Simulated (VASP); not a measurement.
# B32HN32 (a cell with a defect) in VASP: further runs, part 2 of 2

VASP 6.6.1.

## (4) Single point, r2SCAN

POSCAR reads:

```
B32HN32
1.0
    7.2115910000      0.0000000000      0.0000000000
    0.0000000000      7.2115910000      0.0000000000
    0.0000000000      0.0000000000      7.2115910000
B N H
32 32 1
Direct
    0.0002180000      0.0006960000      0.9991380000
    0.9994400000      0.9999170000      0.4989420000
    0.0014650000      0.5004360000      0.0001810000
    0.9993030000      0.5002950000      0.4988040000
    0.4999570000      0.0019450000      0.0001850000
    0.4998140000      0.9997810000      0.4988040000
    0.5001670000      0.5006450000      0.9986930000
    0.4734660000      0.4739390000      0.4639050000
    0.2493470000      0.2498250000      0.9975610000
    0.2447980000      0.2452790000      0.4954050000
    0.2496850000      0.7509880000      0.9990620000
    0.2491750000      0.7503240000      0.5003210000
    0.7505090000      0.2501670000      0.9990610000
    0.7498510000      0.2496510000      0.5003180000
    0.7514940000      0.7519700000      0.0011630000
    0.7518210000      0.7523000000      0.4971680000
    0.2489490000      0.9990700000      0.2481170000
    0.2499190000      0.0006930000      0.7490360000
    0.2452440000      0.4982410000      0.2440400000
    0.2479760000      0.5019990000      0.7486400000
    0.7500450000      0.0003140000      0.2494490000
    0.7509660000      0.0017940000      0.7499450000
    0.7502150000      0.5012180000      0.2468910000
    0.7595630000      0.5015180000      0.7575810000
    0.9985900000      0.2494280000      0.2481150000
    0.0002140000      0.2503990000      0.7490350000
    0.9998350000      0.7505240000      0.2494520000
    0.0013130000      0.7514460000      0.7499460000
    0.4977610000      0.2457220000      0.2440410000
    0.5015160000      0.2484560000      0.7486400000
    0.5007360000      0.7506940000      0.2468930000
    0.5010460000      0.7600500000      0.7575880000
    0.1249690000      0.1254520000      0.1238440000
    0.1245140000      0.1249980000      0.6240290000
    0.1250210000      0.6257530000      0.1241790000
    0.1251380000      0.6258320000      0.6240320000
    0.6252700000      0.1255080000      0.1241820000
    0.6253490000      0.1256200000      0.6240310000
    0.6254300000      0.6259150000      0.1237740000
    0.6384460000      0.6389270000      0.6429330000
    0.3743710000      0.3748520000      0.1224520000
    0.3731060000      0.3735920000      0.6204710000
    0.3751600000      0.8755340000      0.1241130000
    0.3763350000      0.8756560000      0.6248570000
    0.8750490000      0.3756460000      0.1241080000
    0.8751760000      0.3768160000      0.6248540000
    0.8757970000      0.8762790000      0.1255230000
    0.8754700000      0.8759530000      0.6248550000
    0.3742330000      0.1240090000      0.3729910000
    0.3755240000      0.1263920000      0.8734440000
    0.3732540000      0.6245270000      0.3709200000
    0.3760400000      0.6265560000      0.8739460000
    0.8743880000      0.1258290000      0.3747770000
    0.8758240000      0.1263580000      0.8743310000
    0.8740620000      0.6250660000      0.3746110000
    0.8795430000      0.6269800000      0.8784180000
    0.1235250000      0.3747160000      0.3729890000
    0.1259120000      0.3760080000      0.8734430000
    0.1253510000      0.8748700000      0.3747820000
    0.1258720000      0.8763060000      0.8743300000
    0.6240520000      0.3737330000      0.3709200000
    0.6260700000      0.3765210000      0.8739470000
    0.6245830000      0.8745450000      0.3746100000
    0.6265030000      0.8800300000      0.8784270000
    0.5369780000      0.5375500000      0.6356780000
```

INCAR.step1 reads:

```
SYSTEM = B32HN32
PREC = Accurate ; ENCUT = 580
ISMEAR = -1 ; SIGMA = 0.05
LREAL = Auto ; LASPH = .True.
NELM = 120 ; NELECT = 256.0
ISYM = -1 ; NBANDS = 166
GGA = PE ; ALGO = Normal
EDIFF = 1E-5 ; LWAVE = .True.
LCHARG = .False. ; GGA_COMPAT = .False.
```

INCAR.step2 reads:

```
SYSTEM = B32HN32
PREC = Accurate ; ENCUT = 580
EDIFF = 1E-6 ; ISMEAR = -1
SIGMA = 0.05 ; LREAL = Auto
LASPH = .True. ; NELM = 120
ALGO = Normal ; ISIF = 2
LWAVE = .False. ; LCHARG = .True.
METAGGA = R2SCAN ; LMIXTAU = .True.
LELF = .True. ; LVHAR = .True.
NELECT = 256.0 ; ISYM = -1
NBANDS = 166 ; ISTART = 1
GGA_COMPAT = .False.
```

KPOINTS reads:

```
explicit points
1
Reciprocal
  0.25000000   0.25000000   0.25000000 1
```

Command:

```sh
> cat potpaw_PBE.64/B/POTCAR potpaw_PBE.64/N/POTCAR potpaw_PBE.64/H/POTCAR > POTCAR
> cp INCAR.step1 INCAR
> mpirun -np 1 vasp_std > vasp.out
> cp INCAR.step2 INCAR
> mpirun -np 1 vasp_std > vasp.out
```

Wall time 4.7 min (1 thread of Intel Xeon 6975P-C (Granite Rapids), shared host); peak memory 0.57 GiB.

The run converged. Its results:

```
Free energy   : -622.7665 eV
Largest force : 0.596 eV/Å
```

Forces on the atoms (eV/Å):
```
B    0.011  0.012  0.007
B    0.004  0.005  0.014
B    0.000  0.037  0.002
B   -0.009  0.003  0.004
B    0.036 -0.002  0.002
B    0.002 -0.008  0.004
B    0.004  0.006 -0.006
B    0.036  0.035  0.033
B    0.007  0.008 -0.002
B   -0.029 -0.028  0.032
B    0.006  0.008  0.005
B   -0.017  0.015  0.018
B    0.007  0.006  0.005
B    0.013 -0.014  0.017
B    0.012  0.014  0.017
B    0.024  0.023 -0.036
B    0.009  0.001  0.004
B   -0.002  0.007  0.008
B   -0.036  0.051 -0.035
B   -0.027  0.014  0.018
B    0.013  0.009 -0.001
B    0.010  0.010  0.016
B    0.016  0.013 -0.007
B    0.033  0.035  0.025
B    0.000  0.010  0.004
B    0.006 -0.001  0.009
B    0.008  0.014 -0.002
B    0.009  0.012  0.015
B    0.052 -0.034 -0.035
B    0.015 -0.028  0.019
B    0.014  0.016 -0.007
B    0.033  0.034  0.026
N   -0.010 -0.011 -0.007
N    0.009  0.008 -0.029
N    0.009 -0.042  0.011
N    0.017 -0.008 -0.005
N   -0.041  0.007  0.011
N   -0.008  0.017 -0.005
N   -0.006 -0.006  0.008
N   -0.421 -0.421  0.034
N   -0.012 -0.012  0.006
N    0.024  0.023 -0.079
N   -0.008 -0.010  0.006
N    0.005 -0.009  0.003
N   -0.008 -0.010  0.007
N   -0.008  0.004  0.003
N   -0.012 -0.012 -0.004
N   -0.012 -0.013 -0.014
N   -0.013  0.006 -0.008
N   -0.006  0.006 -0.010
N    0.063 -0.149  0.053
N   -0.006  0.005  0.001
N   -0.008 -0.002 -0.007
N   -0.009 -0.004 -0.010
N   -0.013  0.003  0.006
N   -0.015 -0.052 -0.021
N    0.007 -0.014 -0.007
N    0.006 -0.007 -0.010
N   -0.002 -0.010 -0.007
N   -0.003 -0.009 -0.010
N   -0.149  0.063  0.053
N    0.006 -0.006  0.001
N    0.005 -0.014  0.007
N   -0.052 -0.017 -0.023
H    0.413  0.412 -0.126
```

Levels at points of the mesh, in eV from the Fermi level:
```
           k point  band 126  band 127  band 128  band 129  band 130  band 131
(0.25, 0.25, 0.25)     -2.01     -1.23     -1.22      4.16      5.43      5.44
```

Caveat: the cell carries a net charge on a neutralising background, which shifts energy and pressure; the cell is charged against a uniform background, so pressure and absolute levels hang on convention; the PAW data sets were made with another functional, which shifts forces and pressure a little.

## (5) Single point, r2SCAN

POSCAR, as its differences from that of step 4:

```diff
@@ -33,3 +33,3 @@
     0.9985900000      0.2494280000      0.2481150000
-    0.0002140000      0.2503990000      0.7490350000
+    0.0002140000      0.2503990000      0.7490360000
     0.9998350000      0.7505240000      0.2494520000
```

INCAR.step1 is that of step 4.

INCAR.step2 is that of step 4.

KPOINTS is that of step 4.

Command:

```sh
> cat potpaw_PBE.64/B/POTCAR potpaw_PBE.64/N/POTCAR potpaw_PBE.64/H/POTCAR > POTCAR
> cp INCAR.step1 INCAR
> mpirun -np 1 vasp_std > vasp.out
> cp INCAR.step2 INCAR
> mpirun -np 1 vasp_std > vasp.out
```

Wall time 4.7 min (1 thread of Intel Xeon 6975P-C (Granite Rapids), shared host); peak memory 0.58 GiB.

Results (log left out):

```
Free energy   : -622.7665 eV
Largest force : 0.596 eV/Å
```

Forces on the atoms (eV/Å):
```
B    0.011  0.012  0.007
B    0.004  0.005  0.014
B    0.000  0.037  0.002
B   -0.009  0.003  0.004
B    0.036 -0.002  0.002
B    0.002 -0.008  0.004
B    0.004  0.006 -0.006
B    0.036  0.035  0.033
B    0.007  0.008 -0.002
B   -0.029 -0.028  0.032
B    0.006  0.008  0.005
B   -0.017  0.015  0.018
B    0.007  0.006  0.005
B    0.013 -0.014  0.017
B    0.012  0.014  0.017
B    0.024  0.023 -0.036
B    0.009  0.001  0.004
B   -0.002  0.007  0.008
B   -0.036  0.051 -0.035
B   -0.027  0.014  0.017
B    0.013  0.009 -0.001
B    0.010  0.010  0.016
B    0.016  0.013 -0.007
B    0.033  0.035  0.025
B    0.000  0.010  0.004
B    0.006 -0.001  0.008
B    0.008  0.014 -0.002
B    0.009  0.012  0.015
B    0.052 -0.034 -0.035
B    0.015 -0.028  0.019
B    0.014  0.016 -0.007
B    0.033  0.034  0.026
N   -0.010 -0.011 -0.007
N    0.009  0.008 -0.029
N    0.009 -0.042  0.011
N    0.017 -0.008 -0.005
N   -0.041  0.007  0.011
N   -0.008  0.017 -0.005
N   -0.006 -0.006  0.008
N   -0.421 -0.421  0.034
N   -0.012 -0.012  0.006
N    0.024  0.023 -0.079
N   -0.008 -0.010  0.006
N    0.005 -0.009  0.003
N   -0.008 -0.010  0.007
N   -0.008  0.004  0.003
N   -0.012 -0.012 -0.004
N   -0.012 -0.013 -0.014
N   -0.013  0.006 -0.008
N   -0.006  0.006 -0.010
N    0.063 -0.149  0.053
N   -0.006  0.005  0.001
N   -0.008 -0.002 -0.007
N   -0.009 -0.004 -0.010
N   -0.013  0.003  0.006
N   -0.015 -0.052 -0.021
N    0.007 -0.014 -0.007
N    0.006 -0.007 -0.010
N   -0.002 -0.010 -0.007
N   -0.003 -0.009 -0.010
N   -0.149  0.063  0.053
N    0.006 -0.006  0.001
N    0.005 -0.014  0.007
N   -0.052 -0.017 -0.023
H    0.413  0.412 -0.126
```

Levels at points of the mesh, in eV from the Fermi level:
| k point | band 126 | band 127 | band 128 | band 129 | band 130 | band 131 |
| --- | --- | --- | --- | --- | --- | --- |
| (0.25, 0.25, 0.25) | -2.01 | -1.23 | -1.22 | 4.16 | 5.43 | 5.44 |

Caveat: the cell carries a net charge on a neutralising background, which shifts energy and pressure; the cell is charged against a uniform background, so pressure and absolute levels hang on convention; the PAW data sets were made with another functional, which shifts forces and pressure a little.
